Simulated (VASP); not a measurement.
# TePb (Fm-3m) in VASP: a series of runs

TePb is run at these levels: PBE, r2SCAN; tasks: single point.

Program: VASP 6.6.1. These are calculated values, not measurements. Logs are shortened: lines on timing, memory, paths and dates and some standing lists are left out, and cuts for length are marked.

### Step 1. The cell of the first run

The structure is cubic, space group Fm-3m (No. 225). Conventional cell: a = 6.438 Å, b = 6.438 Å, c = 6.438 Å, α = 90.00°, β = 90.00°, γ = 90.00°. Within 4.2 Å of Pb (site symmetry m-3m) lie 6 Te at 3.22 Å. Te (site symmetry m-3m) has 6 Pb at 3.22 Å within 4.2 Å.

### Step 2. Single point, PBE, non-collinear spin, zero start, spin-orbit coupling

The input, INCAR:

```
ALGO = Normal ; EDIFF = 1E-6
ENCUT = 520 ; GGA = PE
GGA_COMPAT = F ; ISIF = 2
ISMEAR = 0 ; LASPH = T
LCHARG = F ; LORBIT = 11
LORBMOM = T ; LREAL = F
LSORBIT = T ; LWAVE = F
MAGMOM = 0 0 0 0 0 0 ; NBANDS = 32
NELM = 150 ; PREC = Accurate
SIGMA = 0.01
```

The input, KPOINTS:

```
k-points
0
Gamma
  8 8 8
```

The input, POSCAR:

```
TePb
1.0
    0.0000000000      3.2190000000      3.2190000000
    3.2190000000      0.0000000000      3.2190000000
    3.2190000000      3.2190000000      0.0000000000
Pb Te
1 1
Direct
    0.0000000000      0.0000000000      0.0000000000
    0.5000000000      0.5000000000      0.5000000000
```

Potentials or basis: VASP PAW PBE potentials, release 64 (Pb_d, Te).

Command:

```
$ cat potpaw_PBE.64/Pb_d/POTCAR potpaw_PBE.64/Te/POTCAR > POTCAR
$ mpirun -np 1 vasp_ncl > vasp.out
```

OUTCAR:

```text
EDIFF = 1E-6
   ENCUT = 520
   GGA = PE
   ISIF = 2
   ISMEAR = 0
   LASPH = T
   LORBIT = 11
   LREAL = F
   LSORBIT = T
   NELM = 150
   PREC = Accurate

 ion  position               nearest neighbor table
   1  0.000  0.000  0.000-   2 3.22   2 3.22   2 3.22   2 3.22   2 3.22   2 3.22
   2  0.500  0.500  0.500-   1 3.22   1 3.22   1 3.22   1 3.22   1 3.22   1 3.22

  LATTYP: Found a face centered cubic cell.
 ALAT       =     6.4380000000

  Lattice vectors:

 A1 = (   0.0000000000,   3.2190000000,   3.2190000000)
 A2 = (   3.2190000000,   0.0000000000,   3.2190000000)
 A3 = (   3.2190000000,   3.2190000000,   0.0000000000)

Analysis of symmetry for initial positions (statically):
=====================================================================
 Subroutine PRICEL returns:
 Original cell was already a primitive cell.

 Routine SETGRP: Setting up the symmetry group for a
 face centered cubic supercell.

 Subroutine GETGRP returns: Found 48 space group operations
 (whereof 48 operations were pure point group operations)
 out of a pool of 48 trial point group operations.

The static configuration has the point symmetry O_h .

Analysis of symmetry for dynamics (positions and initial velocities):
=====================================================================
 Subroutine PRICEL returns:
 Original cell was already a primitive cell.

 Routine SETGRP: Setting up the symmetry group for a
 face centered cubic supercell.

 Subroutine GETGRP returns: Found 48 space group operations
 (whereof 48 operations were pure point group operations)
 out of a pool of 48 trial point group operations.

The dynamic configuration has the point symmetry O_h .

Analysis of structural, dynamic, and magnetic symmetry:
=====================================================================
 Subroutine PRICEL returns:
 Original cell was already a primitive cell.

 Routine SETGRP: Setting up the symmetry group for a
 face centered cubic supercell.

 Subroutine GETGRP returns: Found 48 space group operations
 (whereof 48 operations were pure point group operations)
 out of a pool of 48 trial point group operations.

The overall configuration has the point symmetry O_h .

 Subroutine INISYM returns: Found 48 space group operations
 (whereof 48 operations are pure point group operations),
[... 1020 lines left out ...]
      0.00000      0.00000      0.00000        -0.000000     -0.000000     -0.000000
      3.21900      3.21900      3.21900         0.000000      0.000000      0.000000
 -----------------------------------------------------------------------------------
    total drift:                               -0.000000      0.000000      0.000000

  FREE ENERGIE OF THE ION-ELECTRON SYSTEM (eV)
  ---------------------------------------------------
  free  energy   TOTEN  =        -8.0210692533 eV

  energy  without entropy=       -8.0209847790  energy(sigma->0) =       -8.02102702

 orbital moment (x)

 # of ion     p       d       tot
 ----------------------------------------
  1         0.000   0.000   0.000
  2         0.000  -0.000  -0.000
 ----------------------------------------
            0.000   0.000   0.000

 orbital moment (y)

 # of ion     p       d       tot
 ----------------------------------------
  1        -0.000   0.000   0.000
  2         0.000   0.000   0.000
 ----------------------------------------
           -0.000   0.000   0.000

 orbital moment (z)

 # of ion     p       d       tot
 ----------------------------------------
  1         0.000   0.000   0.000
  2         0.000   0.000   0.000
 ----------------------------------------
            0.000   0.000   0.000

 Spin-Orbit-Coupling matrix elements

 Ion:    1  E_soc:     -0.9019297
 l=   1
     0.0000000    -0.0829375    -0.0829375
    -0.0829375     0.0000000    -0.0829375
    -0.0829375    -0.0829375     0.0000000
 l=   2
     0.0000000    -0.0134772     0.0000000    -0.0134772    -0.0539069
    -0.0134772     0.0000000    -0.0404302    -0.0134772    -0.0134767
     0.0000000    -0.0404302     0.0000000    -0.0404302     0.0000000
    -0.0134772    -0.0134772    -0.0404302     0.0000000    -0.0134767
    -0.0539069    -0.0134767     0.0000000    -0.0134767     0.0000000
 l=   3
     0.0000000     0.0000000     0.0000000     0.0000000     0.0000000     0.0000000     0.0000000
     0.0000000     0.0000000     0.0000000     0.0000000     0.0000000     0.0000000     0.0000000
     0.0000000     0.0000000     0.0000000     0.0000000     0.0000000     0.0000000     0.0000000
     0.0000000     0.0000000     0.0000000     0.0000000     0.0000000     0.0000000     0.0000000
     0.0000000     0.0000000     0.0000000     0.0000000     0.0000000     0.0000000     0.0000000
     0.0000000     0.0000000     0.0000000     0.0000000     0.0000000     0.0000000     0.0000000
     0.0000000     0.0000000     0.0000000     0.0000000     0.0000000     0.0000000     0.0000000

 Ion:    2  E_soc:     -0.2143822
 l=   1
     0.0000000    -0.0357713    -0.0357713
    -0.0357713     0.0000000    -0.0357713
    -0.0357713    -0.0357713     0.0000000
 l=   2
     0.0000000    -0.0000107     0.0000000    -0.0000107     0.0000516
    -0.0000107     0.0000000     0.0000387    -0.0000107     0.0000129
     0.0000000     0.0000387     0.0000000     0.0000387     0.0000000
    -0.0000107    -0.0000107     0.0000387     0.0000000     0.0000129
     0.0000516     0.0000129     0.0000000     0.0000129     0.0000000
 l=   3
     0.0000000     0.0000000     0.0000000     0.0000000     0.0000000     0.0000000     0.0000000
     0.0000000     0.0000000     0.0000000     0.0000000     0.0000000     0.0000000     0.0000000
     0.0000000     0.0000000     0.0000000     0.0000000     0.0000000     0.0000000     0.0000000
     0.0000000     0.0000000     0.0000000     0.0000000     0.0000000     0.0000000     0.0000000
     0.0000000     0.0000000     0.0000000     0.0000000     0.0000000     0.0000000     0.0000000
     0.0000000     0.0000000     0.0000000     0.0000000     0.0000000     0.0000000     0.0000000
     0.0000000     0.0000000     0.0000000     0.0000000     0.0000000     0.0000000     0.0000000

 total charge

# of ion       s       p       d       tot
------------------------------------------
    1        1.450   0.613   9.834  11.897
    2        1.379   1.993   0.020   3.391
--------------------------------------------------
tot          2.828   2.606   9.854  15.288

 magnetization (x)

# of ion       s       p       d       tot
------------------------------------------
    1        0.000   0.000  -0.000   0.000
    2        0.000   0.000   0.000   0.000
--------------------------------------------------
tot          0.000   0.000   0.000   0.000

 magnetization (y)

# of ion       s       p       d       tot
------------------------------------------
    1        0.000   0.000   0.000   0.000
    2       -0.000   0.000  -0.000  -0.000
--------------------------------------------------
tot         -0.000   0.000   0.000   0.000

 magnetization (z)

# of ion       s       p       d       tot
------------------------------------------
    1        0.000   0.000  -0.000   0.000
    2        0.000   0.000   0.000   0.000
--------------------------------------------------
tot          0.000   0.000  -0.000   0.000
```

stdout:

```text
POSCAR found type information on POSCAR PbTe
 POSCAR found :  2 types and       2 ions
 scaLAPACK will be used
 LDA part: xc-table for (Slater+PW92), standard interpolation
 POSCAR, INCAR and KPOINTS ok, starting setup
 FFT: planning ... GRIDC
 FFT: planning ... GRID_SOFT
 FFT: planning ... GRID
 WAVECAR not read
 entering main loop
```

Run time: 69 s. Hardware: 1 thread of Intel Xeon 6975P-C (Granite Rapids), shared host; peak memory 0.42 GiB.

Results:

| Property | Result |
| --- | --- |
| Free energy | -8.0211 eV |
| Pressure | 2.5 GPa |
| Net moment | 0.00 μB per cell |
| Valence electrons inside the program's atomic spheres | Pb 11.90; Te 3.39 |

Moments on the atoms (μB; x, y, z):
```
Pb  0.00 0.00 0.00
Te  0.00 0.00 0.00
```

### Step 3. Single point, r2SCAN, non-collinear spin, zero start, spin-orbit coupling

POSCAR is that of step 2.

The input, INCAR.step1:

```
SYSTEM = TePb
PREC = Accurate
ENCUT = 520
ISMEAR = 0
SIGMA = 0.01
LREAL = .False.
LASPH = .True.
NELM = 150
MAGMOM = 0 0 0 0 0 0
LSORBIT = .True.
GGA_COMPAT = .False.
NBANDS = 32
GGA = PE
ALGO = Normal
EDIFF = 1E-4
LWAVE = .True.
LCHARG = .False.
```

The input, INCAR.step2:

```
SYSTEM = TePb
PREC = Accurate
ENCUT = 520
EDIFF = 1E-6
ISMEAR = 0
SIGMA = 0.01
LREAL = .False.
LASPH = .True.
NELM = 150
ALGO = Normal
ISIF = 2
LWAVE = .False.
LCHARG = .True.
MAGMOM = 0 0 0 0 0 0
LORBIT = 11
LSORBIT = .True.
GGA_COMPAT = .False.
LORBMOM = .True.
METAGGA = R2SCAN
LMIXTAU = .True.
LVHAR = .True.
NBANDS = 32
ISTART = 1
```

The input, KPOINTS:

```
Automatic mesh
0
Gamma
  8 8 8
  0 0 0
```

Potentials or basis: VASP PAW PBE potentials, release 64 (Pb_d, Te).

Command:

```
$ cat potpaw_PBE.64/Pb_d/POTCAR potpaw_PBE.64/Te/POTCAR > POTCAR
$ cp INCAR.step1 INCAR
$ mpirun -np 1 vasp_ncl > vasp.out
$ cp INCAR.step2 INCAR
$ mpirun -np 1 vasp_ncl > vasp.out
```

OUTCAR:

```text
SYSTEM = TePb
   PREC = Accurate
   ENCUT = 520
   EDIFF = 1E-6
   ISMEAR = 0
   LREAL = .False.
   LASPH = .True.
   NELM = 150
   ISIF = 2
   LORBIT = 11
   LSORBIT = .True.
   METAGGA = R2SCAN
   ISTART = 1

 ion  position               nearest neighbor table
   1  0.000  0.000  0.000-   2 3.22   2 3.22   2 3.22   2 3.22   2 3.22   2 3.22
   2  0.500  0.500  0.500-   1 3.22   1 3.22   1 3.22   1 3.22   1 3.22   1 3.22

  LATTYP: Found a face centered cubic cell.
 ALAT       =     6.4380000000

  Lattice vectors:

 A1 = (   0.0000000000,   3.2190000000,   3.2190000000)
 A2 = (   3.2190000000,   0.0000000000,   3.2190000000)
 A3 = (   3.2190000000,   3.2190000000,   0.0000000000)

Analysis of symmetry for initial positions (statically):
=====================================================================
 Subroutine PRICEL returns:
 Original cell was already a primitive cell.

 Routine SETGRP: Setting up the symmetry group for a
 face centered cubic supercell.

 Subroutine GETGRP returns: Found 48 space group operations
 (whereof 48 operations were pure point group operations)
 out of a pool of 48 trial point group operations.
[... 1107 lines left out ...]
     0.0000000     0.0000000     0.0000000     0.0000000     0.0000000     0.0000000     0.0000000
     0.0000000     0.0000000     0.0000000     0.0000000     0.0000000     0.0000000     0.0000000
     0.0000000     0.0000000     0.0000000     0.0000000     0.0000000     0.0000000     0.0000000
     0.0000000     0.0000000     0.0000000     0.0000000     0.0000000     0.0000000     0.0000000
     0.0000000     0.0000000     0.0000000     0.0000000     0.0000000     0.0000000     0.0000000

 Ion:    2  E_soc:     -0.1984120
 l=   1
     0.0000000    -0.0331007    -0.0331007
    -0.0331007     0.0000000    -0.0331007
    -0.0331007    -0.0331007     0.0000000
 l=   2
     0.0000000    -0.0000090     0.0000000    -0.0000090     0.0000410
    -0.0000090     0.0000000     0.0000308    -0.0000090     0.0000103
     0.0000000     0.0000308     0.0000000     0.0000308     0.0000000
    -0.0000090    -0.0000090     0.0000308     0.0000000     0.0000103
     0.0000410     0.0000103     0.0000000     0.0000103     0.0000000
 l=   3
     0.0000000     0.0000000     0.0000000     0.0000000     0.0000000     0.0000000     0.0000000
     0.0000000     0.0000000     0.0000000     0.0000000     0.0000000     0.0000000     0.0000000
     0.0000000     0.0000000     0.0000000     0.0000000     0.0000000     0.0000000     0.0000000
     0.0000000     0.0000000     0.0000000     0.0000000     0.0000000     0.0000000     0.0000000
     0.0000000     0.0000000     0.0000000     0.0000000     0.0000000     0.0000000     0.0000000
     0.0000000     0.0000000     0.0000000     0.0000000     0.0000000     0.0000000     0.0000000
     0.0000000     0.0000000     0.0000000     0.0000000     0.0000000     0.0000000     0.0000000

 total charge

# of ion       s       p       d       tot
------------------------------------------
    1        1.449   0.595   9.828  11.872
    2        1.378   2.044   0.020   3.441
--------------------------------------------------
tot          2.826   2.639   9.848  15.313

 magnetization (x)

# of ion       s       p       d       tot
------------------------------------------
    1        0.000   0.000  -0.000  -0.000
    2       -0.000   0.000   0.000  -0.000
--------------------------------------------------
tot         -0.000   0.000  -0.000  -0.000

 magnetization (y)

# of ion       s       p       d       tot
------------------------------------------
    1        0.000   0.000   0.000   0.000
    2       -0.000   0.000   0.000  -0.000
--------------------------------------------------
tot         -0.000   0.000   0.000  -0.000

 magnetization (z)

# of ion       s       p       d       tot
------------------------------------------
    1        0.000   0.000  -0.000  -0.000
    2       -0.000   0.000  -0.000  -0.000
--------------------------------------------------
tot         -0.000   0.000  -0.000  -0.000
```

OSZICAR.step1:

```text
N       E                     dE             d eps       ncg     rms          rms(c)
DAV:   1     0.195657144360E+03    0.19566E+03   -0.86991E+03  1856   0.123E+03
DAV:   2     0.108229807576E+02   -0.18483E+03   -0.17680E+03  1928   0.350E+02
DAV:   3    -0.728119475183E+01   -0.18104E+02   -0.17758E+02  2376   0.126E+02
DAV:   4    -0.806661380403E+01   -0.78542E+00   -0.78457E+00  2256   0.281E+01
DAV:   5    -0.810778488836E+01   -0.41171E-01   -0.41169E-01  2832   0.625E+00    0.412E+00
DAV:   6    -0.801944195495E+01    0.88343E-01   -0.17810E-01  2600   0.339E+00    0.258E+00
DAV:   7    -0.801870436494E+01    0.73759E-03   -0.57757E-02  2632   0.117E+00    0.158E+00
DAV:   8    -0.802038859993E+01   -0.16842E-02   -0.30675E-03  2408   0.441E-01    0.634E-01
DAV:   9    -0.802099249849E+01   -0.60390E-03   -0.22789E-03  2400   0.483E-01    0.103E-01
DAV:  10    -0.802103756266E+01   -0.45064E-04   -0.27005E-04  2048   0.191E-01
   1 F= -.80210376E+01 E0= -.80209941E+01  d E =-.868774E-04  mag=    -0.0000    -0.0000    -0.0000
```

Wall time 6 min (1 thread of Intel Xeon 6975P-C (Granite Rapids), shared host); peak memory 0.51 GiB.

What came out:

```yaml
Free_energy: -83.1870 eV
Pressure: 2.0 GPa
Net_moment: 0.00 μB per cell
Valence_electrons_inside_the_program's_atomic_spheres: Pb 11.87; Te 3.44
```

Moments on the atoms (μB; x, y, z):
```
Pb  0.00 0.00 0.00
Te  0.00 0.00 0.00
```

Caveat: the PAW data sets were made with another functional, which shifts forces and pressure a little.
